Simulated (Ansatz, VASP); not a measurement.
**Two plane-wave programs on In2Te2O**

```xyz
5
Lattice="-2.1500 5.2500 2.7250 2.1500 -5.2500 2.7250 2.1500 5.2500 -2.7250" Properties=species:S:1:pos:R:3 pbc="T T T"
In    0.0000    7.0035    0.0000
In    0.0000    3.4965    0.0000
Te    0.0000    1.6275    1.3625
Te    2.1500    3.6225   -1.3625
O     0.0000    5.2500    1.3625
```

Alike in both runs: task relaxation of cell and atoms; functional PBE; k mesh 4 × 4 × 4; occupations gaussian, width 0.15 eV; no spin polarisation.

|  | VASP | Ansatz |
| --- | --- | --- |
| version | VASP 6.6.1 | Ansatz 0.2.0 |
| potentials or method | VASP PAW PBE potentials, release 64 (In_d, Te, O), cutoff 600 eV | scalar-relativistic, plane waves, PAW |
| valence electrons in the cell | 44 | 64 |

|  | VASP | Ansatz | Ansatz less VASP |
| --- | --- | --- | --- |
| gap on the k mesh at the Fermi level, each at its own relaxed structure (eV) | 1.13 | 1.15 | +0.021 |
| relaxed volume (Å³/atom) | 33.22 | 32.49 | -0.731 |
| relaxed cell length with the largest relative difference (Å) | 7.249 | 7.232 | -0.0173 |

VASP's potentials hold 44 valence electrons a cell and Ansatz's 64, so a difference there can come from the potentials and not from the codes.

The k mesh is coarse, so the values compare programs but aren't converged. Neither program's run includes spin-orbit coupling. Noted on VASP's run: the volume moved by over 15 % at a fixed basis, so the end points are rough.
